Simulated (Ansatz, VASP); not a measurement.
Sr3Cl4: VASP beside Ansatz

```
Sr Cl
1.0
     5.97152    0.00000    0.00000
     0.00000    5.97152    0.00000
     0.00000    0.00000    5.97152
Sr Cl
3 4
Direct
  0.50000 0.00000 0.00000
  0.00000 0.50000 0.00000
  0.00000 0.00000 0.50000
  0.00000 0.50000 0.50000
  0.50000 0.00000 0.50000
  0.50000 0.50000 0.00000
  0.00000 0.00000 0.00000
```

Alike in both runs: functional PBE; k mesh 6 × 6 × 6; occupations gaussian, width 0.1 eV; no spin polarisation.

Ansatz relaxed the structure, and its values are those at the end. VASP's run is a single point on that final structure, the one shown.

|  | VASP | Ansatz |
| --- | --- | --- |
| version | VASP 6.6.1 | Ansatz 0.2.0 |
| potentials or method | VASP PAW PBE potentials, release 64 (Sr_sv, Cl), cutoff 520 eV | scalar-relativistic, plane waves, PAW |
| valence electrons in the cell | 58 | 58 |

```tsv
	VASP	Ansatz	Ansatz less VASP
gap on the k mesh at the Fermi level (eV)	none	none	-
pressure (GPa)	0.1	0.0	-0.11
```

A gap of «none» marks a metal or a gap that the smearing closes.
